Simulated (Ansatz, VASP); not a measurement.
**ZrSe2 in VASP and in Ansatz**

File POSCAR:

```
ZrSe2
1.0
    3.7893855136      0.0000000000      0.0000000000
   -1.8946927568      3.2817041195      0.0000000000
    0.0000000000      0.0000000000      6.1806782015
Zr Se
1 2
Direct
    0.0000000000      0.0000000000      0.0000000000
    0.3333333333      0.6666666667      0.2537453240
    0.6666666667      0.3333333333      0.7462546760
```

INCAR.step1

```
SYSTEM = ZrSe2
ALGO = Normal ; EDIFF = 1E-5
ENCUT = 400 ; GGA = PE
GGA_COMPAT = .False. ; ISIF = 2
ISMEAR = 0 ; LASPH = .True.
LREAL = .False. ; LWAVE = .True.
NBANDS = 19 ; NELM = 120
PREC = Accurate ; SIGMA = 0.01
```

INCAR.step2

```
SYSTEM = ZrSe2
ALGO = Normal ; EDIFF = 1E-6
ENCUT = 400 ; GGA = PE
GGA_COMPAT = .False. ; HFSCREEN = 0.2079
ISIF = 2 ; ISMEAR = 0
ISTART = 1 ; LASPH = .True.
LCHARG = .True. ; LELF = .True.
LHFCALC = .True. ; LREAL = .False.
LVHAR = .True. ; LWAVE = .False.
NBANDS = 19 ; NELM = 120
PREC = Accurate ; PRECFOCK = Normal
SIGMA = 0.01
```

Contents of KPOINTS:

```
k-points
0
Gamma
  6 6 2
  0 0 0
```

Input for Ansatz:

```yaml
crystal:
  lattice:
    - [3.7893855136, 0.0, 0.0]
    - [-1.8946927568, 3.2817041195, 0.0]
    - [0.0, 0.0, 6.1806782015]
  atoms:
    - { symbol: Zr, position: [0.0, 0.0, 0.0] }
    - { symbol: Se, position: [0.3333333333, 0.6666666667, 0.253745324] }
    - { symbol: Se, position: [0.6666666667, 0.3333333333, 0.746254676] }
kpoints:
  mp_grid: { grid: [6, 6, 2] }
hamiltonian:
  xc: hse06
scf:
  occupations: { method: fixed }
  n_extra_bands: 4
output:
  forces: true
  stress: true
  eigenvalues: true
```

Alike in both runs: task single point; functional HSE06; k mesh 6 × 6 × 2; no spin polarisation.

|  | VASP | Ansatz |
| --- | --- | --- |
| version | VASP 6.6.1 | Ansatz 0.2.0 |
| potentials or method | VASP PAW PBE potentials, release 64 (Zr_sv, Se) | plane waves, PAW |
| plane-wave cutoff (eV) | 400 | 420 |
| occupations | gaussian, width 0.01 eV | fixed |
| valence electrons in the cell | 24 | 44 |

Ansatz gave:

```
gap on the k mesh at the Fermi level (eV)                     : 0.96
pressure (GPa)                                                : 0.3
traceless stress, the component that is largest in VASP (GPa) : 0.35
rms of the force components (eV/Å)                            : 0.069
```

Task: Estimate VASP's values.

Result: gap on the k mesh at the Fermi level (eV): 0.97; pressure (GPa): 0.2; traceless stress, the component that is largest in VASP (GPa): 0.32; rms of the force components (eV/Å): 0.077.

Atom by atom the forces differ by 0.008 eV/Å (rms over components). VASP's potentials hold 24 valence electrons a cell and Ansatz's 44, so a difference there can come from the potentials and not from the codes. Ansatz's warnings: stress exchange threshold loose, stress scf threshold loose.

The k mesh is coarse, so the values compare programs but aren't converged.
